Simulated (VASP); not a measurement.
# CdS (F-43m) in VASP: further runs, part 2 of 2

VASP 6.6.1. The steps go on from the part before.

## (4) Electric field gradients, PBE

This run uses another cell than the first one, of 24.64 Å³/atom.

File INCAR:

```
  PREC = Accurate
  ENCUT = 520
  EDIFF = 1E-8
  ISMEAR = -1
  SIGMA = 0.01
  LREAL = F
  LASPH = T
  NELM = 60
  ALGO = Normal
  ISIF = 2
  LWAVE = F
  LCHARG = F
  GGA = PE
  LEFG = T
  NBANDS = 16
```

File KPOINTS:

```
Automatic mesh
0
Gamma
  8 8 8
```

File POSCAR:

```
CdS
1.0
    0.0000000000      2.9100000000      2.9100000000
    2.9100000000      0.0000000000      2.9100000000
    2.9100000000      2.9100000000      0.0000000000
Cd S
1 1
Direct
    0.0000000000      0.0000000000      0.0000000000
    0.7500000000      0.7500000000      0.7500000000
```

Potentials or basis: VASP PAW PBE potentials, release 64 (Cd, S).

Started as:

```console
$ cat potpaw_PBE.64/Cd/POTCAR potpaw_PBE.64/S/POTCAR > POTCAR
$ mpirun -np 1 vasp_std > vasp.out
```

OUTCAR:

```text
PREC = Accurate
   ENCUT = 520
   EDIFF = 1E-8
   ISMEAR = -1
   LREAL = F
   LASPH = T
   NELM = 60
   ISIF = 2
   GGA = PE

 ion  position               nearest neighbor table
   1  0.000  0.000  0.000-   2 2.52   2 2.52   2 2.52   2 2.52
   2  0.750  0.750  0.750-   1 2.52   1 2.52   1 2.52   1 2.52

  LATTYP: Found a face centered cubic cell.
 ALAT       =     5.8200000000

  Lattice vectors:

 A1 = (   0.0000000000,   2.9100000000,   2.9100000000)
 A2 = (   2.9100000000,   0.0000000000,   2.9100000000)
 A3 = (   2.9100000000,   2.9100000000,   0.0000000000)

Analysis of symmetry for initial positions (statically):
=====================================================================
 Subroutine PRICEL returns:
 Original cell was already a primitive cell.

 Routine SETGRP: Setting up the symmetry group for a
 face centered cubic supercell.

[... 642 lines left out ...]
  energy-cutoff  :      520.00
  volume of cell :       49.28
      direct lattice vectors                 reciprocal lattice vectors
     0.000000000  2.910000000  2.910000000    -0.171821306  0.171821306  0.171821306
     2.910000000  0.000000000  2.910000000     0.171821306 -0.171821306  0.171821306
     2.910000000  2.910000000  0.000000000     0.171821306  0.171821306 -0.171821306

 POSITION                                       TOTAL-FORCE (eV/Angst)
 -----------------------------------------------------------------------------------
      0.00000      0.00000      0.00000         0.000000      0.000000      0.000000
      4.36500      4.36500      4.36500        -0.000000     -0.000000     -0.000000
 -----------------------------------------------------------------------------------
    total drift:                                0.000000      0.000000      0.000000

  FREE ENERGIE OF THE ION-ELECTRON SYSTEM (eV)
  ---------------------------------------------------
  free  energy   TOTEN  =        -6.1141157610 eV

  energy  without entropy=       -6.1141157609  energy(sigma->0) =       -6.11411576

 Electric field gradients (V/A^2)
---------------------------------------------------------------------
 ion       V_xx      V_yy      V_zz      V_xy      V_xz      V_yz
---------------------------------------------------------------------
   1      -0.000     0.000     0.000     0.002     0.002     0.002
   2       0.000     0.000     0.000    -0.000    -0.000    -0.000
---------------------------------------------------------------------

 Electric field gradients after diagonalization (V/A^2)
 (convention: |V_zz| > |V_xx| > |V_yy|)
----------------------------------------------------------------------
 ion       V_xx      V_yy      V_zz     asymmetry (V_yy - V_xx)/ V_zz
----------------------------------------------------------------------
   1      -0.002    -0.002     0.004       0.000
   2       0.000     0.000    -0.000       0.000
----------------------------------------------------------------------

           NMR quadrupolar parameters

 Cq : quadrupolar parameter    Cq=e*Q*V_zz/h
 eta: asymmetry parameters     (V_yy - V_xx)/ V_zz
 Q  : nuclear electric quadrupole moment in mb (millibarn)
----------------------------------------------------------------------
 ion       Cq(MHz)       eta       Q (mb)
----------------------------------------------------------------------
   1       0.000       0.000       1.000
   2      -0.000       0.000       1.000
----------------------------------------------------------------------
```

stdout:

```text
POSCAR found type information on POSCAR CdS
 POSCAR found :  2 types and       2 ions
 scaLAPACK will be used
 LDA part: xc-table for (Slater+PW92), standard interpolation
 POSCAR, INCAR and KPOINTS ok, starting setup
 FFT: planning ... GRIDC
 FFT: planning ... GRID_SOFT
 FFT: planning ... GRID
 WAVECAR not read
 entering main loop
ion   1

ion   2
```

Wall time 28 s (1 thread of Intel Xeon Platinum 8488C (Sapphire Rapids), shared host); peak memory 0.18 GiB.

What came out:

```yaml
Free_energy: -6.1141 eV
Pressure: 3.7 GPa
Band_gap_on_the_k_mesh: 1.16 eV
Largest_electric_field_gradient_by_atom: zero within the noise of the run
```

Caveat: the cell stands under pressure. A hybrid or GW would open this gap; PBE tends to underestimate it.

## (5) Electric field gradients, PBE (25.14 Å³/atom)

This run uses another cell than the first one, of 25.14 Å³/atom.

File INCAR:

```
ALGO     = Normal         # electronic algorithm
EDIFF    = 1E-8           # SCF threshold, eV
ENCUT    = 520            # plane-wave cutoff, eV
GGA      = PE             # functional
ISIF     = 2              # what is computed and relaxed
ISMEAR   = -1             # smearing method
LASPH    = T              # aspherical terms in the spheres
LCHARG   = F              # write CHGCAR
LEFG     = T            
LREAL    = F              # projectors in reciprocal space
LWAVE    = F              # write WAVECAR
NBANDS   = 16             # bands
NELM     = 80             # most SCF steps
PREC     = Accurate       # precision mode
SIGMA    = 0.01           # smearing width, eV
```

File KPOINTS:

```
k-points
0
Gamma
  8 8 8
```

File POSCAR:

```
CdS
1.0
    0.0000000000      2.9292720848      2.9292720848
    2.9292720848      0.0000000000      2.9292720848
    2.9292720848      2.9292720848      0.0000000000
Cd S
1 1
Direct
    0.0000000000      0.0000000000      0.0000000000
    0.7500000000      0.7500000000      0.7500000000
```

Potentials or basis: VASP PAW PBE potentials, release 64 (Cd, S).

Started as:

```console
$ cat potpaw_PBE.64/Cd/POTCAR potpaw_PBE.64/S/POTCAR > POTCAR
$ mpirun -np 1 vasp_std > vasp.out
```

OUTCAR:

```text
EDIFF = 1E-8
   ENCUT = 520
   GGA = PE
   ISIF = 2
   ISMEAR = -1
   LASPH = T
   LREAL = F
   NELM = 80
   PREC = Accurate

 ion  position               nearest neighbor table
   1  0.000  0.000  0.000-   2 2.54   2 2.54   2 2.54   2 2.54
   2  0.750  0.750  0.750-   1 2.54   1 2.54   1 2.54   1 2.54

  LATTYP: Found a face centered cubic cell.
 ALAT       =     5.8585441696

  Lattice vectors:

 A1 = (   0.0000000000,   2.9292720848,   2.9292720848)
 A2 = (   2.9292720848,   0.0000000000,   2.9292720848)
 A3 = (   2.9292720848,   2.9292720848,   0.0000000000)

[... 666 lines left out ...]
  free  energy   TOTEN  =        -6.1326929282 eV

  energy  without entropy=       -6.1326929282  energy(sigma->0) =       -6.13269293

 Electric field gradients (V/A^2)
---------------------------------------------------------------------
 ion       V_xx      V_yy      V_zz      V_xy      V_xz      V_yz
---------------------------------------------------------------------
   1       0.000     0.000     0.000     0.002     0.002     0.002
   2      -0.000     0.000     0.000    -0.000    -0.000    -0.000
---------------------------------------------------------------------

 Electric field gradients after diagonalization (V/A^2)
 (convention: |V_zz| > |V_xx| > |V_yy|)
----------------------------------------------------------------------
 ion       V_xx      V_yy      V_zz     asymmetry (V_yy - V_xx)/ V_zz
----------------------------------------------------------------------
   1      -0.002    -0.002     0.004       0.000
   2       0.000     0.000    -0.000       0.000
----------------------------------------------------------------------

           NMR quadrupolar parameters

 Cq : quadrupolar parameter    Cq=e*Q*V_zz/h
 eta: asymmetry parameters     (V_yy - V_xx)/ V_zz
 Q  : nuclear electric quadrupole moment in mb (millibarn)
----------------------------------------------------------------------
 ion       Cq(MHz)       eta       Q (mb)
----------------------------------------------------------------------
   1       0.000       0.000       1.000
   2      -0.000       0.000       1.000
----------------------------------------------------------------------
```

stdout:

```text
POSCAR found type information on POSCAR CdS
 POSCAR found :  2 types and       2 ions
 scaLAPACK will be used
 LDA part: xc-table for (Slater+PW92), standard interpolation
 POSCAR, INCAR and KPOINTS ok, starting setup
 FFT: planning ... GRIDC
 FFT: planning ... GRID_SOFT
 FFT: planning ... GRID
 WAVECAR not read
 entering main loop
ion   1

ion   2
```

Run time: 20 s. Hardware: 1 thread of Intel Xeon Platinum 8488C (Sapphire Rapids), shared host; peak memory 0.18 GiB.

What came out:

```yaml
Free_energy: -6.1327 eV
Pressure: 2.3 GPa
Band_gap_on_the_k_mesh: 1.12 eV
Largest_electric_field_gradient_by_atom: zero within the noise of the run
```

Levels at points of the mesh, in eV from the valence-band top:
| k point | band 5 | band 6 | band 7 | band 8 | band 9 | band 10 | band 11 | band 12 | band 13 | band 14 |
| --- | --- | --- | --- | --- | --- | --- | --- | --- | --- | --- |
| (0.00, 0.00, 0.00) | -7.22 | -7.22 | 0.00 | 0.00 | 0.00 | 1.12 | 6.55 | 6.55 | 6.55 | 11.37 |
| (0.50, 0.00, 0.00) | -7.18 | -6.85 | -4.32 | -0.73 | -0.73 | 3.00 | 7.01 | 7.01 | 7.44 | 11.05 |
| (0.50, 0.50, 0.00) | -7.14 | -6.79 | -3.90 | -1.83 | -1.83 | 3.58 | 4.34 | 9.18 | 10.70 | 10.70 |

## (6) Electric field gradients, PBE (25.63 Å³/atom)

This run uses another cell than the first one, of 25.63 Å³/atom.

File INCAR:

```
SYSTEM = CdS
ALGO     = Normal         ! electronic algorithm
EDIFF    = 1E-8           ! SCF threshold, eV
ENCUT    = 520            ! plane-wave cutoff, eV
GGA      = PE             ! functional
ISIF     = 2              ! what is computed and relaxed
ISMEAR   = -1             ! smearing method
LASPH    = .TRUE.         ! aspherical terms in the spheres
LCHARG   = .FALSE.        ! write CHGCAR
LEFG     = .TRUE.       
LREAL    = .FALSE.        ! projectors in reciprocal space
LWAVE    = .FALSE.        ! write WAVECAR
NBANDS   = 16             ! bands
NELM     = 100            ! most SCF steps
PREC     = Accurate       ! precision mode
SIGMA    = 0.01           ! smearing width, eV
```

File KPOINTS:

```
k-points
0
G
  8 8 8
  0 0 0
```

File POSCAR:

```
CdS
1.0
    0.0000000000      2.9482938651      2.9482938651
    2.9482938651      0.0000000000      2.9482938651
    2.9482938651      2.9482938651      0.0000000000
Cd S
1 1
Direct
    0.0000000000      0.0000000000      0.0000000000
    0.7500000000      0.7500000000      0.7500000000
```

Potentials or basis: VASP PAW PBE potentials, release 64 (Cd, S).

Started as:

```console
$ cat potpaw_PBE.64/Cd/POTCAR potpaw_PBE.64/S/POTCAR > POTCAR
$ mpirun -np 1 vasp_std > vasp.out
```

OUTCAR:

```text
SYSTEM = CdS
   EDIFF = 1E-8
   ENCUT = 520
   GGA = PE
   ISIF = 2
   ISMEAR = -1
   LASPH = .TRUE.
   LREAL = .FALSE.
   NELM = 100
   PREC = Accurate

 ion  position               nearest neighbor table
   1  0.000  0.000  0.000-   2 2.55   2 2.55   2 2.55   2 2.55
   2  0.750  0.750  0.750-   1 2.55   1 2.55   1 2.55   1 2.55

  LATTYP: Found a face centered cubic cell.
 ALAT       =     5.8965877302

  Lattice vectors:

 A1 = (   0.0000000000,   2.9482938651,   2.9482938651)
 A2 = (   2.9482938651,   0.0000000000,   2.9482938651)
 A3 = (   2.9482938651,   2.9482938651,   0.0000000000)

Analysis of symmetry for initial positions (statically):
=====================================================================
 Subroutine PRICEL returns:
 Original cell was already a primitive cell.

 Routine SETGRP: Setting up the symmetry group for a
 face centered cubic supercell.

 Subroutine GETGRP returns: Found 24 space group operations
 (whereof 24 operations were pure point group operations)
 out of a pool of 48 trial point group operations.

The static configuration has the point symmetry T_d .

Analysis of symmetry for dynamics (positions and initial velocities):
=====================================================================
 Subroutine PRICEL returns:
 Original cell was already a primitive cell.

 Routine SETGRP: Setting up the symmetry group for a
 face centered cubic supercell.

 Subroutine GETGRP returns: Found 24 space group operations
 (whereof 24 operations were pure point group operations)
 out of a pool of 48 trial point group operations.

The dynamic configuration has the point symmetry T_d .

[... 157 lines left out ...]
      4      -6.5749      2.00000
      5      -6.1383      2.00000
      6      -6.1383      2.00000
[... 433 lines left out ...]
      3      -6.3897      2.00000
      4      -6.1604      2.00000
      5      -6.1136      2.00000
      6      -5.6817      2.00000
[... 8 lines left out ...]
     15      13.2546      0.00000
     16      14.1047      0.00000

 [... further k-points ...]

------------------------ aborting loop because EDIFF is reached ----------------------------------------

  FORCE on cell =-STRESS in cart. coord.  units (eV):
  Direction    XX          YY          ZZ          XY          YZ          ZX
  --------------------------------------------------------------------------------------
  -------------------------------------------------------------------------------------
  Total        0.3702826      0.3702826      0.3702826      0.0000000      0.0000000     -0.0000000
  in kB       11.5744840     11.5744840     11.5744840      0.0000000      0.0000000     -0.0000000
  external PRESSURE =      11.5744840 kB  Pullay stress =       0.0000000 kB

 VOLUME and BASIS-vectors are now :
 -----------------------------------------------------------------------------
  energy-cutoff  :      520.00
  volume of cell :       51.26
      direct lattice vectors                 reciprocal lattice vectors
     0.000000000  2.948293865  2.948293865    -0.169589608  0.169589608  0.169589608
     2.948293865  0.000000000  2.948293865     0.169589608 -0.169589608  0.169589608
     2.948293865  2.948293865  0.000000000     0.169589608  0.169589608 -0.169589608

 POSITION                                       TOTAL-FORCE (eV/Angst)
 -----------------------------------------------------------------------------------
      0.00000      0.00000      0.00000        -0.000000     -0.000000     -0.000000
      4.42244      4.42244      4.42244         0.000000      0.000000      0.000000
 -----------------------------------------------------------------------------------
    total drift:                                0.000000      0.000000      0.000000

  FREE ENERGIE OF THE ION-ELECTRON SYSTEM (eV)
  ---------------------------------------------------
  free  energy   TOTEN  =        -6.1435428728 eV

  energy  without entropy=       -6.1435428728  energy(sigma->0) =       -6.14354287

 Electric field gradients (V/A^2)
---------------------------------------------------------------------
 ion       V_xx      V_yy      V_zz      V_xy      V_xz      V_yz
---------------------------------------------------------------------
   1       0.000    -0.000     0.000     0.002     0.002     0.002
   2      -0.000    -0.000    -0.000    -0.000    -0.000    -0.000
---------------------------------------------------------------------

 Electric field gradients after diagonalization (V/A^2)
 (convention: |V_zz| > |V_xx| > |V_yy|)
----------------------------------------------------------------------
 ion       V_xx      V_yy      V_zz     asymmetry (V_yy - V_xx)/ V_zz
----------------------------------------------------------------------
   1      -0.002    -0.002     0.003       0.000
   2       0.000     0.000    -0.001       0.000
----------------------------------------------------------------------

           NMR quadrupolar parameters

 Cq : quadrupolar parameter    Cq=e*Q*V_zz/h
 eta: asymmetry parameters     (V_yy - V_xx)/ V_zz
 Q  : nuclear electric quadrupole moment in mb (millibarn)
----------------------------------------------------------------------
 ion       Cq(MHz)       eta       Q (mb)
----------------------------------------------------------------------
   1       0.000       0.000       1.000
   2      -0.000       0.000       1.000
----------------------------------------------------------------------
```

Wall time 24 s (1 thread of Intel Xeon Platinum 8488C (Sapphire Rapids), shared host); peak memory 0.18 GiB.

Results:

```
Free energy                             : -6.1435 eV
Pressure                                : 1.2 GPa
Band gap on the k mesh                  : 1.08 eV
Largest electric field gradient by atom : zero within the noise of the run
```

## (7) Summary

| cell | gap on the mesh (eV) | pressure (GPa) |
| --- | --- | --- |
| a = 4.060 Å, angles 60.0°, 2 atoms | 1.25 | 6.8 |
| a = 4.115 Å, angles 60.0°, 2 atoms | 1.16 | 3.7 |
| a = 4.143 Å, angles 60.0°, 2 atoms | 1.12 | 2.3 |
| a = 4.170 Å, angles 60.0°, 2 atoms | 1.08 | 1.2 |

Alike in all rows: task electric field gradients; level PBE; potentials or basis VASP PAW PBE potentials, release 64 (Cd, S); no spin polarisation; k mesh 8 × 8 × 8; cutoff (eV) 520; smearing fermi-dirac 0.01 eV.

Caveats: the cell stands under pressure (at least some runs).

Absolute energies hang on the potentials; compare differences alone.
